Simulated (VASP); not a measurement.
# MoS2 (P-3m1) in VASP: further runs

Runs on MoS2. Level: PBEsol. Tasks: single point.

Everything below comes from runs of VASP 6.6.1. Logs are shortened: lines on timing, memory, paths and dates and some standing lists are left out, and cuts for length are marked.

## 1. The cell of the first run

Symmetry: P-3m1, No. 164, trigonal system. The conventional cell has a = 3.139 Å, b = 3.139 Å, c = 6.139 Å, α = 90.00°, β = 90.00°, γ = 120.00°. Mo (site symmetry -3m) has 6 S at 2.35 Å within 3.1 Å. S (site symmetry 3m) has 3 Mo at 2.35 Å within 3.1 Å.

## 2. Single point, PBEsol

Input file INCAR:

```
PREC = Accurate
ENCUT = 520
EDIFF = 1E-6
ISMEAR = 1
SIGMA = 0.1
LREAL = False
LASPH = True
NELM = 100
ALGO = Normal
ISIF = 2
LWAVE = False
LCHARG = False
GGA = PS
NBANDS = 20
```

Input file KPOINTS:

```
Automatic mesh
0
Gamma
  10 10 5
```

Input file POSCAR:

```
MoS2
1.0
    3.1389963960      0.0000000000      0.0000000000
   -1.5694977117      2.7184499601      0.0000000000
    0.0000000000      0.0000000000      6.1394407056
Mo S
1 2
Direct
    0.0000000000      0.0000000000      0.5000000000
    0.3333333333      0.6666666667      0.2553190000
    0.6666666667      0.3333333333      0.7446810000
```

Potentials or basis: VASP PAW PBE potentials, release 64 (Mo_sv, S).

Started as:

```
cat potpaw_PBE.64/Mo_sv/POTCAR potpaw_PBE.64/S/POTCAR > POTCAR
mpirun -np 1 vasp_std > vasp.out
```

OUTCAR:

```text
PREC = Accurate
   ENCUT = 520
   EDIFF = 1E-6
   ISMEAR = 1
   LREAL = False
   LASPH = True
   NELM = 100
   ISIF = 2
   GGA = PS

 ion  position               nearest neighbor table
   1  0.000  0.000  0.500-   2 2.35   3 2.35   3 2.35   2 2.35   3 2.35   2 2.35
   2  0.333  0.667  0.255-   1 2.35   1 2.35   1 2.35
   3  0.667  0.333  0.745-   1 2.35   1 2.35   1 2.35

  LATTYP: Found a hexagonal cell.
 ALAT       =     3.1389963960
 C/A-ratio  =     1.9558610241

  Lattice vectors:

 A1 = (   3.1389963960,   0.0000000000,   0.0000000000)
 A2 = (  -1.5694977117,   2.7184499601,   0.0000000000)
 A3 = (   0.0000000000,   0.0000000000,   6.1394407056)

Analysis of symmetry for initial positions (statically):
=====================================================================
 Subroutine PRICEL returns:
 Original cell was already a primitive cell.

 Routine SETGRP: Setting up the symmetry group for a
 hexagonal supercell.

 Subroutine GETGRP returns: Found 12 space group operations
 (whereof 12 operations were pure point group operations)
 out of a pool of 24 trial point group operations.

The static configuration has the point symmetry D_3d.

Analysis of symmetry for dynamics (positions and initial velocities):
=====================================================================
 Subroutine PRICEL returns:
 Original cell was already a primitive cell.

 Routine SETGRP: Setting up the symmetry group for a
 hexagonal supercell.

 Subroutine GETGRP returns: Found 12 space group operations
 (whereof 12 operations were pure point group operations)
 out of a pool of 24 trial point group operations.

The dynamic configuration has the point symmetry D_3d.

 Subroutine INISYM returns: Found 12 space group operations
 (whereof 12 operations are pure point group operations),
 and found     1 'primitive' translations

----------------------------------------------------------------------------------------

                                     Primitive cell

  volume of cell :      52.3891

  direct lattice vectors                    reciprocal lattice vectors
     3.138996396  0.000000000  0.000000000     0.318573160  0.183928287  0.000000000
    -1.569497712  2.718449960  0.000000000     0.000000000  0.367856688  0.000000000
     0.000000000  0.000000000  6.139440706     0.000000000  0.000000000  0.162881286

  length of vectors
     3.138996396  3.138995580  6.139440706     0.367856593  0.367856688  0.162881286

  position of ions in fractional coordinates (direct lattice)
     0.000000000  0.000000000  0.500000000
     0.333333333  0.666666667  0.255319000
     0.666666667  0.333333333  0.744681000

  ion indices of the primitive-cell ions
   primitive index   ion index
                 1           1
                 2           2
                 3           3

----------------------------------------------------------------------------------------

 KPOINTS: Automatic mesh

Automatic generation of k-mesh.
 Grid dimensions read from file:
 generate k-points for:   10   10    5

 Generating k-lattice:

  Cartesian coordinates                     Fractional coordinates (reciprocal lattice)
     0.031857316  0.018392829  0.000000000     0.100000000  0.000000000  0.000000000
     0.000000000  0.036785669  0.000000000     0.000000000  0.100000000  0.000000000
     0.000000000  0.000000000  0.032576257     0.000000000  0.000000000  0.200000000

  Length of vectors
     0.036785659  0.036785669  0.032576257

  Shift w.r.t. Gamma in fractional coordinates (k-lattice)
     0.000000000  0.000000000  0.000000000

 Subroutine IBZKPT returns following result:
 ===========================================

 Found     58 irreducible k-points:

 Following reciprocal coordinates:
            Coordinates               Weight
  0.000000  0.000000  0.000000      1.000000
  0.100000  0.000000  0.000000      6.000000
  0.200000  0.000000  0.000000      6.000000
  0.300000  0.000000  0.000000      6.000000
  0.400000  0.000000  0.000000      6.000000
  0.500000  0.000000  0.000000      3.000000
[... 16 lines left out ...]
  0.000000  0.400000  0.200000      6.000000
  0.500000  0.000000  0.200000      6.000000
 [... further k-points ...]
   k-points           NKPTS =     58   k-points in BZ     NKDIM =     58   number of bands    NBANDS=     20
   number of dos      NEDOS =    301   number of ions     NIONS =      3
   total plane-waves  NPLWV =  27648
   dimension x,y,z NGX =    24 NGY =   24 NGZ =   48
   dimension x,y,z NGXF=    48 NGYF=   48 NGZF=   96
   ions per type =               1   2
   NGX,Y,Z   is equivalent  to a cutoff of  12.71, 12.71, 13.00 a.u.
   NGXF,Y,Z  is equivalent  to a cutoff of  25.42, 25.42, 26.00 a.u.
 SYSTEM =  unknown system
   PREC   = accura    normal or accurate (medium, high low for compatibility)
   ISTART =      0    job   : 0-new  1-cont  2-samecut
   ICHARG =      2    charge: 1-file 2-atom 10-const
   ISPIN  =      1    spin polarized calculation?
   LNONCOLLINEAR =      F non collinear calculations
   LSORBIT =      F    spin-orbit coupling
   LASPH  =      T    aspherical Exc in radial PAW
   ENCUT  =  520.0 eV  38.22 Ry    6.18 a.u.   5.84  5.84 11.42*2*pi/ulx,y,z
   NELM   =    100;   NELMIN=  2; NELMDL= -5     # of ELM steps
   EDIFF  = 0.1E-05   stopping-criterion for ELM
   LREAL  =      F    real-space projection
   EDIFFG = 0.1E-04   stopping-criterion for IOM
   NSW    =      0    number of steps for IOM
   IBRION =     -1    ionic relax: 0-MD 1-quasi-New 2-CG
   NFREE  =      0    steps in history (QN), initial steepest desc. (CG)
   ISIF   =      2    stress and relaxation
   ISYM   =      2    0-nonsym 1-usesym 2-fastsym
   POTIM  = 0.5000    time-step for ionic-motion
   TEBEG  =    0.0;   TEEND  =   0.0 temperature during run
   PSTRESS=    0.0 pullay stress
   NELECT =      26.0000    total number of electrons
   NUPDOWN=      -1.0000    fix difference up-down
   EMIN   =  10.00;   EMAX   =-10.00  energy-range for DOS
   EFERMI =   0.00;   METHOD = LEGACY
   ISMEAR =     1;   SIGMA  =   0.10  broadening in eV -4-tet -1-fermi 0-gaus
   EFERMI_NEDOS =   21; number of points for ismear=-14 and -15
   IALGO  =     38    algorithm
   IMIX   =      4    mixing-type and parameters
     AMIX     =   0.40;   BMIX     =  1.00
     AMIX_MAG =   1.60;   BMIX_MAG =  1.00
  volume/ion in A,a.u.               =      17.46       117.85
  Fermi-wavevector in a.u.,A,eV,Ry     =   1.296141  2.449352 22.857540  1.679982
  Thomas-Fermi vector in A             =   2.427616
   LORBIT       =      0    0 simple, 1 ext, 2 COOP (PROOUT), +10 PAW based schemes
   GGA     = PS    functional components
   LHFCALC =     F    Hartree Fock is set to
   AEXX    =    0.0000 exact exchange contribution
   IVDW    =     0    specifies the selected vdW correction
   LEPSILON=     F    determine dielectric tensor
   LRPA    =     F    only Hartree local field effects (RPA)
 non-spin polarized calculation
 Methfessel and Paxton  Order N= 1 SIGMA  =   0.10
  energy-cutoff  :      520.00
  volume of cell :       52.39
 maximum number of plane-waves:      1422
   NGX = 11   NGY = 11   NGZ = 23

 number of electron      26.0000000 magnetization

 Free energy of the ion-electron system (eV)
  ---------------------------------------------------
  ext. energy  EPLUGINS =         0.00000000
  ---------------------------------------------------
  free energy    TOTEN  =       -22.49743675 eV

  energy without entropy =      -22.49905865  energy(sigma->0) =      -22.49797738

 E-fermi :   8.0285     XC(G=0): -11.0337

 val. band max:        7.9326672137   @ k =   0.2000   0.2000   0.4000
 cond. band min:       8.0684870570   @ k =   0.3000   0.3000   0.4000
 fundamental gap:      0.1358198433
 Fermi energy:         8.0285037515

 k-point     1 :       0.0000    0.0000    0.0000
  band No.  band energies     occupation
      1     -53.7409      2.00000
      2     -27.8924      2.00000
      3     -27.7664      2.00000
      4     -27.7664      2.00000
      5      -7.4709      2.00000
      6      -5.7415      2.00000
[... 12 lines left out ...]
     19      14.7460      0.00000
     20      17.4921      0.00000

 k-point     2 :       0.1000    0.0000    0.0000
  band No.  band energies     occupation
      1     -53.7364      2.00000
      2     -27.8834      2.00000
      3     -27.8111      2.00000
      4     -27.7765      2.00000
      5      -7.2979      2.00000
      6      -5.7140      2.00000
[... 12 lines left out ...]
     19      15.2454      0.00000
     20      17.0587      0.00000

 k-point     3 :       0.2000    0.0000    0.0000
  band No.  band energies     occupation
      1     -53.7245      2.00000
      2     -27.9268      2.00000
      3     -27.8594      2.00000
      4     -27.8026      2.00000
      5      -6.8162      2.00000
      6      -5.6374      2.00000
[... 12 lines left out ...]
     19      16.0893      0.00000
     20      16.8612      0.00000

 k-point     4 :       0.3000    0.0000    0.0000
  band No.  band energies     occupation
      1     -53.7098      2.00000
      2     -28.0667      2.00000
      3     -27.8348      2.00000
      4     -27.8298      2.00000
      5      -6.1709      2.00000
      6      -5.4938      2.00000
[... 12 lines left out ...]
     19      15.3147      0.00000
     20      16.0910      0.00000

 k-point     5 :       0.4000    0.0000    0.0000
  band No.  band energies     occupation
      1     -53.6979      2.00000
      2     -28.1778      2.00000
      3     -27.8607      2.00000
      4     -27.8057      2.00000
      5      -5.7720      2.00000
      6      -5.1058      2.00000
[... 12 lines left out ...]
     19      14.9267      0.00000
     20      15.9044      0.00000
[... 353 lines left out ...]
      6      -5.6158      2.00000
[... 12 lines left out ...]
     19      15.7459      0.00000
     20      15.9637      0.00000

 k-point    22 :       0.4000    0.0000    0.2000
  band No.  band energies     occupation
      1     -53.6979      2.00000
      2     -28.1778      2.00000
      3     -27.8607      2.00000
      4     -27.8058      2.00000
      5      -5.8354      2.00000
      6      -5.0113      2.00000
[... 12 lines left out ...]
     19      14.3249      0.00000
     20      16.9334      0.00000

 k-point    23 :       0.0000    0.4000    0.2000
  band No.  band energies     occupation
      1     -53.6979      2.00000
      2     -28.1778      2.00000
      3     -27.8607      2.00000
      4     -27.8058      2.00000
      5      -5.7354      2.00000
      6      -5.1553      2.00000
[... 12 lines left out ...]
     19      14.6368      0.00000
     20      15.7571      0.00000

 k-point    24 :       0.5000    0.0000    0.2000
  band No.  band energies     occupation
      1     -53.6933      2.00000
      2     -28.2198      2.00000
      3     -27.8705      2.00000
      4     -27.7965      2.00000
      5      -5.7268      2.00000
      6      -4.7689      2.00000
[... 12 lines left out ...]
     19      14.6439      0.00000
     20      15.7496      0.00000

 [... further k-points ...]

------------------------ aborting loop because EDIFF is reached ----------------------------------------

  FORCE on cell =-STRESS in cart. coord.  units (eV):
  Direction    XX          YY          ZZ          XY          YZ          ZX
  --------------------------------------------------------------------------------------
  -------------------------------------------------------------------------------------
  Total        2.4118029      2.4118018      4.3578157      0.0000004      0.0000000      0.0000000
  in kB       73.7583904     73.7583545    133.2718638      0.0000132      0.0000000      0.0000000
  external PRESSURE =      93.5962029 kB  Pullay stress =       0.0000000 kB

 VOLUME and BASIS-vectors are now :
 -----------------------------------------------------------------------------
  energy-cutoff  :      520.00
  volume of cell :       52.39
      direct lattice vectors                 reciprocal lattice vectors
     3.138996396  0.000000000  0.000000000     0.318573160  0.183928287  0.000000000
    -1.569497712  2.718449960  0.000000000     0.000000000  0.367856688  0.000000000
     0.000000000  0.000000000  6.139440706     0.000000000  0.000000000  0.162881286

 POSITION                                       TOTAL-FORCE (eV/Angst)
 -----------------------------------------------------------------------------------
      0.00000      0.00000      3.06972         0.000000      0.000000     -0.000000
      0.00000      1.81230      1.56752         0.000000      0.000000     -1.502219
      1.56950      0.90615      4.57192        -0.000000      0.000000      1.502219
 -----------------------------------------------------------------------------------
    total drift:                                0.000000      0.000000      0.000000

  FREE ENERGIE OF THE ION-ELECTRON SYSTEM (eV)
  ---------------------------------------------------
  free  energy   TOTEN  =       -22.4974367536 eV

  energy  without entropy=      -22.4990586450  energy(sigma->0) =      -22.49797738
```

Run time: 53 s. Hardware: 1 thread of Intel Xeon 8259CL, shared host; peak memory 0.2 GiB.

Results:

| Item | Value |
| --- | --- |
| Free energy | -22.4974 eV |
| Pressure | 9.4 GPa |
| Largest force | 1.502 eV/Å |
| Band gap on the k mesh | zero (band 13 reaches 8.37 eV, above the bottom of band 14 at 7.62 eV) |

Forces on the atoms (eV/Å):
```
Mo   0.000  0.000  0.000
S    0.000  0.000 -1.502
S    0.000  0.000  1.502
```

Levels at points of the mesh, in eV from the Fermi level:
```
           k point  band 10  band 11  band 12  band 13  band 14  band 15  band 16  band 17
(0.00, 0.00, 0.00)    -2.04    -1.42    -1.23    -1.23    -0.34    -0.34     3.45     3.45
(0.50, 0.00, 0.00)    -4.59    -3.50    -1.99    -1.94     0.99     1.81     3.91     3.95
```

Caveat: the PAW data sets were made with another functional, which shifts forces and pressure a little; this functional lacks dispersion, which binds the layers, so the pressure and a relaxed spacing across them are unreliable.

[end of part 1 of 2]
